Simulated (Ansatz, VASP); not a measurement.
# TiTe2 in VASP and in Ansatz

The input INCAR:

```
  PREC = Accurate
  ENCUT = 520
  EDIFF = 1E-6
  ISMEAR = 0
  SIGMA = 0.1
  LREAL = False
  LASPH = True
  NELM = 150
  ALGO = Normal
  ISIF = 2
  LWAVE = False
  LCHARG = False
  ISPIN = 2
  MAGMOM = 1 1 0 0 0 0
  LORBIT = 11
  LMAXMIX = 4
  GGA = PE
  NBANDS = 37
```

Contents of KPOINTS:

```
regular mesh
0
Gamma
  3 3 3
```

File POSCAR:

```
TiTe2
1.0
    3.5837816750      2.0690973148      5.5557212405
   -3.5837816750      2.0690973148      5.5557212405
    0.0000000000     -4.1381946296      5.5557212405
Ti Te
2 4
Direct
    0.7430803377      0.7430803377      0.7430803377
    0.2569196623      0.2569196623      0.2569196623
    0.0000000000      0.0000000000      0.0000000000
    0.5000000000      0.0000000000      0.0000000000
    0.0000000000      0.0000000000      0.5000000000
    0.0000000000      0.5000000000      0.0000000000
```

Input for Ansatz:

```yaml
crystal:
  lattice:
    - [3.583781675, 2.0690973148, 5.5557212405]
    - [-3.583781675, 2.0690973148, 5.5557212405]
    - [0.0, -4.1381946296, 5.5557212405]
  atoms:
    - { symbol: Ti, position: [0.7430803377, 0.7430803377, 0.7430803377], spin: 1.0 }
    - { symbol: Ti, position: [0.2569196623, 0.2569196623, 0.2569196623], spin: 1.0 }
    - { symbol: Te, position: [0.0, 0.0, 0.0] }
    - { symbol: Te, position: [0.5, 0.0, 0.0] }
    - { symbol: Te, position: [0.0, 0.0, 0.5] }
    - { symbol: Te, position: [0.0, 0.5, 0.0] }
basis:
  ecutwfc: 420
kpoints:
  mp_grid: { grid: [3, 3, 3] }
hamiltonian:
  xc: pbe
scf:
  occupations: { method: gaussian, width: 0.1 }
  lower_state_search: "off"
output:
  forces: true
  stress: true
  eigenvalues: true
  populations: true
magnetization:
  spin_polarized: true
```

Alike in both runs: task single point; functional PBE; k mesh 3 × 3 × 3; occupations gaussian, width 0.1 eV; collinear spin.

```csv
,VASP,Ansatz
version,VASP 6.6.1,Ansatz 0.2.0
potentials or method,"VASP PAW PBE potentials, release 64 (Ti_sv, Te), cutoff 520 eV","scalar-relativistic, plane waves, PAW"
valence electrons in the cell,48,88
```

|  | VASP | Ansatz | Ansatz less VASP |
| --- | --- | --- | --- |
| gap on the k mesh at the Fermi level (eV) | none | none | - |
| pressure (GPa) | 0.6 | 0.7 | +0.02 |
| traceless stress, the component that is largest in VASP (GPa) | -0.77 | -0.77 | -0.004 |
| rms of the force components (eV/Å) | 0.020 | 0.021 | +0.0002 |
| net moment per atom (μB) | 0.36 | 0.36 | 0.000 |
| size of the moment on the site where the two differ most (μB) | 1.02 | 0.96 | -0.065 |

Site moments also hang on the region over which each program counts them. Atom by atom the forces differ by 0.000 eV/Å (rms over components). A gap of «none» marks a metal or a gap that the smearing closes. With one functional, cell and mesh, what is left measures potentials, basis and numerics. VASP's potentials hold 48 valence electrons a cell and Ansatz's 88, so a difference there can come from the potentials and not from the codes.

The k mesh is coarse, so the values compare programs but aren't converged. Spin-orbit coupling is off throughout.
